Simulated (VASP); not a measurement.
Crystal: MoS2.

```xyz
3
Lattice="3.2275 0.0000 0.0000 -1.6137 2.7951 0.0000 0.0000 0.0000 6.3125" Properties=species:S:1:pos:R:3 pbc="T T T"
Mo    0.0000    0.0000    3.1562
S     1.6137    0.9317    4.7008
S     0.0000    1.8634    1.6117
```

```yaml
Program: VASP 6.6.1
Task: relaxation of cell and atoms
Functional: BLYP
Potentials_or_basis: VASP PAW PBE potentials, release 64 (Mo_sv, S)
Cutoff: 600 eV
k_mesh: 9 × 9 × 4
Occupations: fermi-dirac, width 0.05 eV
Spin: no spin polarisation
```

At the start: pressure 7.9 GPa; volume 18.98 Å³/atom.

**Question.** How do energy, volume and symmetry change on relaxing?

**Answer.** Over 22 steps the energy falls by 38.4 meV/atom and the volume is 23.53 Å³/atom (+23.9 %); space group P-3m1 (No. 164, to 0.05 Å).

The path:
```csv
step,energy change (eV),largest force (eV/Å),pressure (GPa),volume (Å³)
1,0.0000,0.6713,7.86,56.94
2,0.1019,1.4586,-8.54,64.97
3,-0.0763,0.2829,0.17,59.93
4,-0.0763,0.2639,0.32,59.86
5,-0.0836,0.1824,0.21,60.36
6,-0.0874,0.0750,0.07,61.06
7,-0.0893,0.0610,0.14,61.24
8,-0.0942,0.0170,0.36,61.80
9,-0.1007,0.0773,0.88,62.91
10,-0.1013,0.2989,2.22,65.09
11,-0.1016,0.2943,2.19,65.14
12,-0.1025,0.2814,2.10,65.31
13,-0.1042,0.2558,1.94,65.65
14,-0.1071,0.2070,1.61,66.34
15,-0.1112,0.1149,1.04,67.70
16,-0.1143,0.0433,0.10,70.43
17,-0.1143,0.0370,0.14,70.33
18,-0.1144,0.0359,0.12,70.35
19,-0.1147,0.0326,0.07,70.42
20,-0.1150,0.0266,-0.03,70.56
21,-0.1151,0.0236,-0.08,70.62
22,-0.1151,0.0037,0.02,70.58
```

Final structure:
```
CELL_PARAMETERS angstrom
3.30970 0.00000 0.00000
-1.65485 2.86629 0.00000
0.00000 0.00000 7.43957
ATOMIC_POSITIONS crystal
Mo 0.00000 0.00000 0.50000
S 0.66667 0.33333 0.70930
S 0.33333 0.66667 0.29070
```

Caveat: the volume moved by over 15 % at a fixed basis, so the end points are rough; the PAW data sets were made with another functional, which shifts forces and pressure a little; this functional lacks dispersion, which binds the layers, so the pressure and a relaxed spacing across them are unreliable.
